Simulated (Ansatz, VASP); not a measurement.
# One calculation of Zr2HS4, two programs

Contents of INCAR:

```
SYSTEM = Zr2HS4
ALGO = Normal
DIPOL = 0.5 0.5 0.296
EDIFF = 1E-6
ENCUT = 400
GGA = PE
GGA_COMPAT = .False.
IDIPOL = 3
ISIF = 2
ISMEAR = 0
IVDW = 12
LASPH = .True.
LCHARG = .False.
LDIPOL = .True.
LREAL = .False.
LWAVE = .False.
NBANDS = 62
NELM = 120
NELMDL = -8
PREC = Accurate
SIGMA = 0.05
```

File KPOINTS:

```
k-points
0
Gamma
  6 6 1
  0 0 0
```

Contents of POSCAR:

```
Zr2HS4
1.0
    7.2976778227      0.0000000000      0.0000000000
   -3.6488389114      6.3199743831      0.0000000000
    0.0000000000      0.0000000000     20.9171506047
S Zr H
8 4 2
Direct
    0.3333333333      0.1666666667      0.1912306354
    0.3333333333      0.6666666667      0.1912306354
    0.8333333333      0.1666666667      0.1912306354
    0.8333333333      0.6666666667      0.1912306354
    0.1666666667      0.3333333333      0.3306927762
    0.1666666667      0.8333333333      0.3306927762
    0.6666666667      0.3333333333      0.3306927762
    0.6666666667      0.8333333333      0.3306927762
    0.0000000000      0.0000000000      0.2609617058
    0.0000000000      0.5000000000      0.2609617058
    0.5000000000      0.0000000000      0.2609617058
    0.5000000000      0.5000000000      0.2609617058
    0.2866163718      0.7133836282      0.5028003481
    0.3800502948      0.6199497052      0.5028003481
```

Input for Ansatz:

```yaml
crystal:
  lattice:
    - [7.2976778227, 0.0, 0.0]
    - [-3.6488389114, 6.3199743831, 0.0]
    - [0.0, 0.0, 20.9171506047]
  atoms:
    - { symbol: S, position: [0.3333333333, 0.1666666667, 0.1912306354] }
    - { symbol: S, position: [0.3333333333, 0.6666666667, 0.1912306354] }
    - { symbol: S, position: [0.8333333333, 0.1666666667, 0.1912306354] }
    - { symbol: S, position: [0.8333333333, 0.6666666667, 0.1912306354] }
    - { symbol: Zr, position: [0.0, 0.0, 0.2609617058] }
    - { symbol: Zr, position: [0.0, 0.5, 0.2609617058] }
    - { symbol: Zr, position: [0.5, 0.0, 0.2609617058] }
    - { symbol: Zr, position: [0.5, 0.5, 0.2609617058] }
    - { symbol: S, position: [0.1666666667, 0.3333333333, 0.3306927762] }
    - { symbol: S, position: [0.1666666667, 0.8333333333, 0.3306927762] }
    - { symbol: S, position: [0.6666666667, 0.3333333333, 0.3306927762] }
    - { symbol: S, position: [0.6666666667, 0.8333333333, 0.3306927762] }
    - { symbol: H, position: [0.2866163718, 0.7133836282, 0.5028003481] }
    - { symbol: H, position: [0.3800502948, 0.6199497052, 0.5028003481] }
basis:
  ecutwfc: 420
kpoints:
  mp_grid: { grid: [6, 6, 1] }
hamiltonian:
  xc: pbe
  pseudopotentials: { kind: paw, azcp: { folder: soft_1 } }
  dispersion: d3bj
scf:
  occupations: { method: gaussian, width: 0.05 }
output:
  forces: true
  eigenvalues: true
efield:
  axis: 3
  dipole_correction: true
  ramp_width: 0.04
```

Alike in both runs: task single point; functional PBE; dispersion D3(BJ); k mesh 6 × 6 × 1; occupations gaussian, width 0.05 eV; no spin polarisation.

|  | VASP | Ansatz |
| --- | --- | --- |
| version | VASP 6.6.1 | Ansatz 0.2.0 |
| potentials or method | VASP PAW PBE potentials, release 64 (S, Zr_sv, H), cutoff 400 eV | scalar-relativistic, plane waves, PAW |
| valence electrons in the cell | 98 | 98 |

|  | VASP | Ansatz | Ansatz less VASP |
| --- | --- | --- | --- |
| gap on the k mesh at the Fermi level (eV) | 1.10 | 1.10 | +0.003 |
| least direct gap on the mesh (eV) | 1.10 | 1.10 | +0.003 |
| rms of the force components (eV/Å) | 1.020 | 1.018 | -0.0014 |
